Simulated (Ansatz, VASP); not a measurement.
# Si in VASP and in Ansatz

```
Si
1.0
     4.11651    0.00000    0.00000
    -2.05825    3.56500    0.00000
     0.00000    0.00000   28.00000
Si
2
Direct
  0.33333 0.66667 0.50582
  0.66667 0.33333 0.49418
```

Change from the starting cell: biaxial strain +0.070, atoms relaxed.

Alike in both runs: functional PBE; dispersion D3(BJ); k mesh 15 × 15 × 1; occupations gaussian, width 0.1 eV; no spin polarisation.

Ansatz relaxed the structure, and its values are those at the end. VASP's run is a single point on that final structure, the one shown.

```csv
,VASP,Ansatz
version,VASP 6.6.1,Ansatz 0.2.0
potentials or method,"VASP PAW PBE potentials, release 64 (Si), cutoff 520 eV","scalar-relativistic, plane waves, PAW"
valence electrons in the cell,8,8
```

```tsv
	VASP	Ansatz	Ansatz less VASP
gap on the k mesh at the Fermi level (eV)	none	none	-
rms of the force components (eV/Å)	0.005	0.005	-0.0001
work function, face that differs most (eV)	4.67	4.67	-0.001
```

A gap of «none» marks a metal or a gap that the smearing closes. Ansatz's warnings: stress scf threshold loose.
